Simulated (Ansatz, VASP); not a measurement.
# HfB in VASP and in Ansatz

File INCAR:

```
SYSTEM = HfB
PREC = Accurate
ENCUT = 520
EDIFF = 1E-6
ISMEAR = 0
SIGMA = 0.15
LREAL = .FALSE.
LASPH = .TRUE.
NELM = 60
ALGO = Normal
ISIF = 2
LWAVE = .FALSE.
LCHARG = .FALSE.
GGA = PS
NBANDS = 14
```

Contents of KPOINTS:

```
regular mesh
0
G
  16 16 16
  0 0 0
```

File POSCAR:

```
HfB
1.0
    0.0000000000      2.3936993068      2.3936993068
    2.5612582583      0.0000000000      2.3936993068
    2.5612582583      2.3936993068      0.0000000000
Hf B
1 1
Direct
    0.4995230658      0.5004769342      0.5004769342
    0.0078748404     -0.0078748404     -0.0078748404
```

Input for Ansatz:

```yaml
crystal:
  lattice:
    - [0.0, 2.3936993068, 2.3936993068]
    - [2.5612582583, 0.0, 2.3936993068]
    - [2.5612582583, 2.3936993068, 0.0]
  atoms:
    - { symbol: Hf, position: [0.4995230658, 0.5004769342, 0.5004769342] }
    - { symbol: B, position: [0.0078748404, -0.0078748404, -0.0078748404] }
basis:
  ecutwfc: 520.0
kpoints:
  mp_grid: { grid: [16, 16, 16] }
hamiltonian:
  xc: pbesol
  pseudopotentials: { kind: paw }
scf:
  occupations: { method: gaussian, width: 0.15 }
output:
  forces: true
  stress: true
  eigenvalues: true
```

Change from the starting cell: mode 4 frozen in at -0.038 Å, normal strain along x +0.0700.

Alike in both runs: task single point; functional PBEsol; k mesh 16 × 16 × 16; occupations gaussian, width 0.15 eV; no spin polarisation.

```csv
,VASP,Ansatz
version,VASP 6.6.1,Ansatz 0.2.0
potentials or method,"VASP PAW PBE potentials, release 64 (Hf_pv, B), cutoff 520 eV","scalar-relativistic, plane waves, PAW"
valence electrons in the cell,13,29
```

|  | VASP | Ansatz | Ansatz less VASP |
| --- | --- | --- | --- |
| gap on the k mesh at the Fermi level (eV) | none | none | - |
| pressure (GPa) | -9.3 | -9.3 | -0.05 |
| traceless stress, the component that is largest in VASP (GPa) | -11.87 | -11.73 | +0.149 |
| rms of the force components (eV/Å) | 0.086 | 0.086 | +0.0008 |

VASP's potentials were made for PBE, not for PBEsol. Atom by atom the forces differ by 0.001 eV/Å (rms over components). A gap of «none» marks a metal or a gap that the smearing closes. VASP's potentials hold 13 valence electrons a cell and Ansatz's 29, so a difference there can come from the potentials and not from the codes.

Neither program's run includes spin-orbit coupling.
